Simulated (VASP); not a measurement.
# Ir (P6_3/mmc) in VASP: vibrations by perturbation theory with PBEsol

Aim: the vibrations by perturbation theory of Ir with PBEsol.

Program: VASP 6.6.1. These are calculated values, not measurements. Logs are shortened: lines on timing, memory, paths and dates and some standing lists are left out, and cuts for length are marked.

## (1) The cell of the first run

The structure is hexagonal, space group P6_3/mmc (No. 194). Conventional cell: a = 2.751 Å, b = 2.751 Å, c = 4.462 Å, α = 90.00°, β = 90.00°, γ = 120.00°. Ir (site symmetry -6m2) has 12 Ir at 2.74 to 2.75 Å within 3.6 Å.

This isn't the form of Ir at room conditions, which is fcc.

## (2) Vibrations by perturbation theory, PBEsol

Input file INCAR:

```
SYSTEM = Ir
PREC = Accurate
ENCUT = 500
EDIFF = 1E-8
ISMEAR = -1
SIGMA = 0.1
LREAL = .FALSE.
LASPH = .TRUE.
NELM = 120
ALGO = Normal
ISIF = 2
LWAVE = .FALSE.
LCHARG = .FALSE.
GGA = PS
NBANDS = 16
IBRION = 8
NSW = 1
GGA_COMPAT = .FALSE.
```

Input file KPOINTS:

```
regular mesh
0
G
  12 12 8
  0 0 0
```

Input file POSCAR:

```
Ir
1.0
    2.7513800000      0.0000000000      0.0000000000
   -1.3756900000      2.3827600000      0.0000000000
    0.0000000000      0.0000000000      4.4622900000
Ir
2
Direct
    0.6666666667      0.3333333333      0.7500000000
    0.3333333333      0.6666666667      0.2500000000
```

Potentials or basis: VASP PAW PBE potentials, release 64 (Ir).

Launch:

```
cat potpaw_PBE.64/Ir/POTCAR > POTCAR
mpirun -np 1 vasp_std > vasp.out
```

OUTCAR:

```text
SYSTEM = Ir
   PREC = Accurate
   ENCUT = 500
   EDIFF = 1E-8
   ISMEAR = -1
   LREAL = .FALSE.
   LASPH = .TRUE.
   NELM = 120
   ISIF = 2
   GGA = PS
   IBRION = 8
   NSW = 1

 ion  position               nearest neighbor table
   1  0.667  0.333  0.750-   2 2.74   2 2.74   2 2.74   2 2.74   2 2.74   2 2.74
   2  0.333  0.667  0.250-   1 2.74   1 2.74   1 2.74   1 2.74   1 2.74   1 2.74

  LATTYP: Found a hexagonal cell.
 ALAT       =     2.7513800000
 C/A-ratio  =     1.6218370418

  Lattice vectors:

 A1 = (   2.7513800000,   0.0000000000,   0.0000000000)
 A2 = (  -1.3756900000,   2.3827600000,   0.0000000000)
 A3 = (   0.0000000000,   0.0000000000,   4.4622900000)

Analysis of symmetry for initial positions (statically):
=====================================================================
 Subroutine PRICEL returns:
 Original cell was already a primitive cell.

 Routine SETGRP: Setting up the symmetry group for a
 hexagonal supercell.

 Subroutine GETGRP returns: Found 24 space group operations
 (whereof 12 operations were pure point group operations)
 out of a pool of 24 trial point group operations.

The static configuration has the point symmetry D_3d.
 The point group associated with its full space group is D_6h.

Analysis of symmetry for dynamics (positions and initial velocities):
=====================================================================
 Subroutine PRICEL returns:
 Original cell was already a primitive cell.

 Routine SETGRP: Setting up the symmetry group for a
 hexagonal supercell.

 Subroutine GETGRP returns: Found 24 space group operations
 (whereof 12 operations were pure point group operations)
 out of a pool of 24 trial point group operations.

The dynamic configuration has the point symmetry D_3d.
 The point group associated with its full space group is D_6h.

 Subroutine INISYM returns: Found 24 space group operations
 (whereof 12 operations are pure point group operations),
 and found     1 'primitive' translations

----------------------------------------------------------------------------------------

                                     Primitive cell

  volume of cell :      29.2542

  direct lattice vectors                    reciprocal lattice vectors
     2.751380000  0.000000000  0.000000000     0.363453976  0.209840689  0.000000000
    -1.375690000  2.382760000  0.000000000     0.000000000  0.419681378  0.000000000
     0.000000000  0.000000000  4.462290000     0.000000000  0.000000000  0.224100182

  length of vectors
     2.751380000  2.751375691  4.462290000     0.419680721  0.419681378  0.224100182

  position of ions in fractional coordinates (direct lattice)
     0.666666667  0.333333333  0.750000000
     0.333333333  0.666666667  0.250000000

  ion indices of the primitive-cell ions
   primitive index   ion index
                 1           1
                 2           2

----------------------------------------------------------------------------------------

 KPOINTS: regular mesh

Automatic generation of k-mesh.
 Grid dimensions read from file:
 generate k-points for:   12   12    8

 Generating k-lattice:

  Cartesian coordinates                     Fractional coordinates (reciprocal lattice)
     0.030287831  0.017486724  0.000000000     0.083333333 -0.000000000  0.000000000
     0.000000000  0.034973448  0.000000000     0.000000000  0.083333333  0.000000000
[... 84 lines left out ...]
   LHFCALC =     F    Hartree Fock is set to
   AEXX    =    0.0000 exact exchange contribution
   IVDW    =     0    specifies the selected vdW correction
   LEPSILON=     F    determine dielectric tensor
   LRPA    =     F    only Hartree local field effects (RPA)
 non-spin polarized calculation
  energy-cutoff  :      500.00
  volume of cell :       29.25
 maximum number of plane-waves:       764
 NGX is ok and might be reduce to    20
   NGX =  9   NGY =  9   NGZ = 17

--------------------------------------- Ionic step        1  -------------------------------------------

 number of electron      17.9999998 magnetization

 Free energy of the ion-electron system (eV)
  ---------------------------------------------------
  ext. energy  EPLUGINS =         0.00000000
  ---------------------------------------------------
  free energy    TOTEN  =       -19.49872878 eV

  energy without entropy =      -19.42229950  energy(sigma->0) =      -19.46051414

 E-fermi :   9.7861     XC(G=0): -13.9055

 val. band max:        9.7602481408   @ k =   0.3333   0.0000   0.5000
 cond. band min:       9.7952964250   @ k =   0.3333   0.2500   0.1250
 fundamental gap:      0.0350482842
 Fermi energy:         9.7860650938

 k-point     1 :       0.0000    0.0000    0.0000
  band No.  band energies     occupation
      1      -1.1575      2.00000
      2       1.9075      2.00000
      3       6.0183      2.00000
      4       6.1197      2.00000
      5       6.1198      2.00000
      6       6.7474      2.00000
[... 433 lines left out ...]
      3       4.0026      2.00000
      4       5.1317      2.00000
      5       6.2326      2.00000
      6       6.2788      2.00000
[... 8 lines left out ...]
     15      23.7268      0.00000
     16      24.4423      0.00000

 [... further k-points ...]

------------------------ aborting loop because EDIFF is reached ----------------------------------------

  FORCE on cell =-STRESS in cart. coord.  units (eV):
  Direction    XX          YY          ZZ          XY          YZ          ZX
  --------------------------------------------------------------------------------------
  -------------------------------------------------------------------------------------
  Total       -2.1279126     -2.1279037     -2.0985487     -0.0000000     -0.0000000      0.0000000
  in kB     -116.5401848   -116.5396981   -114.9319988     -0.0000000     -0.0000000      0.0000000
  external PRESSURE =    -116.0039605 kB  Pullay stress =       0.0000000 kB

 VOLUME and BASIS-vectors are now :
 -----------------------------------------------------------------------------
  energy-cutoff  :      500.00
  volume of cell :       29.25
      direct lattice vectors                 reciprocal lattice vectors
     2.751380000  0.000000000  0.000000000     0.363453976  0.209840689  0.000000000
    -1.375690000  2.382760000  0.000000000     0.000000000  0.419681378  0.000000000
     0.000000000  0.000000000  4.462290000     0.000000000  0.000000000  0.224100182

 POSITION                                       TOTAL-FORCE (eV/Angst)
 -----------------------------------------------------------------------------------
      1.37569      0.79425      3.34672         0.000000      0.000000      0.000000
     -0.00000      1.58851      1.11557        -0.000000     -0.000000      0.000000
 -----------------------------------------------------------------------------------
    total drift:                               -0.000000      0.000000     -0.000000

  FREE ENERGIE OF THE ION-ELECTRON SYSTEM (eV)
  ---------------------------------------------------
  free  energy   TOTEN  =       -19.4987287835 eV

  energy  without entropy=      -19.4222995018  energy(sigma->0) =      -19.46051414

[... ionic steps 2 to 3 ...]

--------------------------------------- Ionic step        4  -------------------------------------------

------------------------ aborting loop because EDIFF is reached ----------------------------------------

[... ionic steps 5 to 5 ...]

--------------------------------------- Ionic step        6  -------------------------------------------

 Free energy of the ion-electron system (eV)
  ---------------------------------------------------
  ---------------------------------------------------
  free energy    TOTEN  =        -0.21287999 eV

  energy without entropy =       -0.21287999

------------------------ aborting loop because EDIFF is reached ----------------------------------------

 INTERNAL STRAIN TENSOR  FOR ION    1  DIRECTION 3   (eV/Angst):
 -----------------------------------------------------------------------------
     0.07494  0.00000 -0.00000
     0.00000  0.07494 -0.00000
    -0.00000 -0.00000 -0.14847

 INTERNAL STRAIN TENSOR FOR ION    2 for displacements in x,y,z  (eV/Angst):
          X           Y           Z          XY          YZ          ZX
  --------------------------------------------------------------------------------
  x     0.00000     0.00000     0.00000    -1.30404     0.00000     0.00000
  y    -1.30404     1.30403     0.00000     0.00000     0.00000     0.00000
  z     0.00000     0.00000     0.00000     0.00000    -0.00000     0.00000

 SECOND DERIVATIVES (NOT SYMMETRIZED)
 ------------------------------------
               1X          1Y          1Z          2X          2Y          2Z
  1X    -4.817512    0.000000    0.000000    4.817512    0.000000    0.000000
  1Y     0.000000   -4.817492    0.000000    0.000000    4.817492    0.000000
  1Z     0.000000    0.000000  -12.393534   -0.000000    0.000000   12.393534
  2X     4.817512    0.000000    0.000000   -4.817512    0.000000    0.000000
  2Y     0.000000    4.817492    0.000000    0.000000   -4.817492    0.000000
  2Z    -0.000000    0.000000   12.393534    0.000000    0.000000  -12.393534

 Eigenvectors and eigenvalues of the dynamical matrix
 ----------------------------------------------------

   1 f  =    5.613892 THz    35.273121 2PiTHz  187.259266 cm-1    23.217180 meV
             X         Y         Z           dx          dy          dz
      1.375690  0.794253  3.346718     0.000000    0.000000   -0.707107
     -0.000000  1.588507  1.115573    -0.000000    0.000000    0.707107
[... 16 lines left out ...]
   5 f  =    0.000000 THz     0.000000 2PiTHz    0.000000 cm-1     0.000000 meV
             X         Y         Z           dx          dy          dz
      1.375690  0.794253  3.346718    -0.000000    0.000000    0.707107
     -0.000000  1.588507  1.115573     0.000000    0.000000    0.707107

   6 f/i=    0.000000 THz     0.000000 2PiTHz    0.000000 cm-1     0.000000 meV
             X         Y         Z           dx          dy          dz
      1.375690  0.794253  3.346718    -0.707107    0.000000    0.000000
     -0.000000  1.588507  1.115573    -0.707107    0.000000    0.000000

--------------------------------------------------------------------------------------------------------

 ELASTIC MODULI CONTR FROM IONIC RELAXATION (kBar)
 Direction    XX          YY          ZZ          XY          YZ          ZX
 --------------------------------------------------------------------------------
 XX         -19.3322     19.3321      0.0000     -0.0000      0.0000     -0.0000
 YY          19.3321    -19.3320     -0.0000      0.0000     -0.0000      0.0000
 ZZ           0.0000     -0.0000     -0.0000      0.0000      0.0000     -0.0000
 XY          -0.0000      0.0000      0.0000    -19.3321     -0.0000      0.0000
 YZ           0.0000     -0.0000      0.0000     -0.0000     -0.0000      0.0000
 ZX          -0.0000      0.0000     -0.0000      0.0000      0.0000     -0.0000
 --------------------------------------------------------------------------------
```

Wall time 9.3 min (1 thread of AMD EPYC 7R13, shared host); peak memory 0.38 GiB.

Results:

```
Highest phonon frequency at Γ : 187 cm⁻¹
```

Phonon frequencies in cm⁻¹ (negative: imaginary):
```tsv
q point	frequencies
(0.000, 0.000, 0.000)	0 0 0 117 117 187
```

Caveat: the cell stands under pressure or tension, which shifts response properties; the PAW data sets were made with another functional, which shifts forces and pressure a little; spin-orbit coupling is left out, which moves the levels of the heavy elements.
